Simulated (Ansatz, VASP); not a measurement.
Two plane-wave programs on HfO2

The input INCAR:

```
SYSTEM = HfO2
PREC = Accurate
ENCUT = 520
EDIFF = 1E-7
ISMEAR = 0
SIGMA = 0.05
LREAL = .False.
LASPH = .True.
NELM = 60
ALGO = Normal
ISIF = 2
LWAVE = .False.
LCHARG = .True.
GGA = PE
LELF = .True.
LVHAR = .True.
NBANDS = 31
```

Contents of KPOINTS:

```
regular mesh
0
Gamma
  6 6 4
  0 0 0
```

The input POSCAR:

```
HfO2
1.0
    3.6043047840      0.0000000000      0.0000000000
    0.0000000000      3.6043047840      0.0000000000
    0.0000000000      0.0000000000      5.2639672632
Hf O
2 4
Direct
    0.5000000000      0.5000000000      0.5000000000
    0.0000000000      0.0000000000      0.0000000000
   -0.0386577331      0.5000000000      0.6783107190
    0.5000000000      0.0000000000      0.8067479052
    0.5000000000      0.0000000000      0.3067479052
    0.0000000000      0.5000000000      0.1932520948
```

Input for Ansatz:

```yaml
crystal:
  lattice:
    - [3.604304784, 0.0, 0.0]
    - [0.0, 3.604304784, 0.0]
    - [0.0, 0.0, 5.2639672632]
  atoms:
    - { symbol: Hf, position: [0.5, 0.5, 0.5] }
    - { symbol: Hf, position: [0.0, 0.0, 0.0] }
    - { symbol: O, position: [-0.0386577331, 0.5, 0.678310719] }
    - { symbol: O, position: [0.5, 0.0, 0.8067479052] }
    - { symbol: O, position: [0.5, 0.0, 0.3067479052] }
    - { symbol: O, position: [0.0, 0.5, 0.1932520948] }
basis:
  ecutwfc: 420
kpoints:
  mp_grid: { grid: [6, 6, 4] }
hamiltonian:
  xc: pbe
scf:
  occupations: { method: gaussian, width: 0.05 }
output:
  forces: true
  stress: true
  eigenvalues: true
```

Alike in both runs: task single point; functional PBE; k mesh 6 × 6 × 4; occupations gaussian, width 0.05 eV; no spin polarisation.

```csv
,VASP,Ansatz
version,VASP 6.6.1,Ansatz 0.2.0
potentials or method,"VASP PAW PBE potentials, release 64 (Hf_pv, O), cutoff 520 eV","scalar-relativistic, plane waves, PAW"
valence electrons in the cell,44,76
```

|  | VASP | Ansatz | Ansatz less VASP |
| --- | --- | --- | --- |
| gap on the k mesh at the Fermi level (eV) | 4.67 | 4.69 | +0.021 |
| least direct gap on the mesh (eV) | 4.73 | 4.75 | +0.016 |
| pressure (GPa) | -0.2 | 2.9 | +3.07 |
| traceless stress, the component that is largest in VASP (GPa) | 3.61 | 3.73 | +0.124 |
| rms of the force components (eV/Å) | 0.969 | 0.977 | +0.0081 |

Atom by atom the forces differ by 0.025 eV/Å (rms over components). With one functional, cell and mesh, what is left measures potentials, basis and numerics. VASP's potentials hold 44 valence electrons a cell and Ansatz's 76, so a difference there can come from the potentials and not from the codes.

Neither program's run includes spin-orbit coupling.
